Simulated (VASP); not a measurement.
Input of a VASP 6.6.1 run:

Contents of INCAR:

```
PREC = Accurate
ENCUT = 520
EDIFF = 1E-6
ISMEAR = -1
SIGMA = 0.05
LREAL = F
LASPH = T
NELM = 150
ALGO = Normal
ISIF = 2
LWAVE = F
LCHARG = F
LNONCOLLINEAR = T
MAGMOM = 0 0 0 0 0 0 0 0 0 0 0 0
LORBIT = 11
LSORBIT = T
GGA_COMPAT = F
LORBMOM = T
LMAXMIX = 4
GGA = PS
NBANDS = 46
```

File KPOINTS:

```
Automatic mesh
0
Gamma
  8 8 8
```

The input POSCAR:

```
TaAs
1.0
   -1.7218133622      1.7218133622      5.8679415361
    1.7218133622     -1.7218133622      5.8679415361
    1.7218133622      1.7218133622     -5.8679415361
Ta As
2 2
Direct
    0.4999673000      0.4999673000      0.0000000000
    0.2499673000      0.7499673000      0.5000000000
    0.0826321200      0.0826321200      0.0000000000
    0.8326321200      0.3326321200      0.5000000000
```

Potentials or basis: VASP PAW PBE potentials, release 64 (Ta_pv, As).

Launch:

```console
$ cat potpaw_PBE.64/Ta_pv/POTCAR potpaw_PBE.64/As/POTCAR > POTCAR
$ mpirun -np 1 vasp_ncl > vasp.out
```

Q: Estimate the pressure.

A: -3.0 GPa.

Q: What does it give for the largest force?

A: 0.030 eV/Å.

Q: Predict the net moment.

A: 0.00 μB per cell.

Stress tensor (GPa, compression positive):
```
-2.83  0.00  0.00
 0.00 -2.83  0.00
 0.00  0.00 -3.27
```

Caveat: the PAW data sets were made with another functional, which shifts forces and pressure a little.
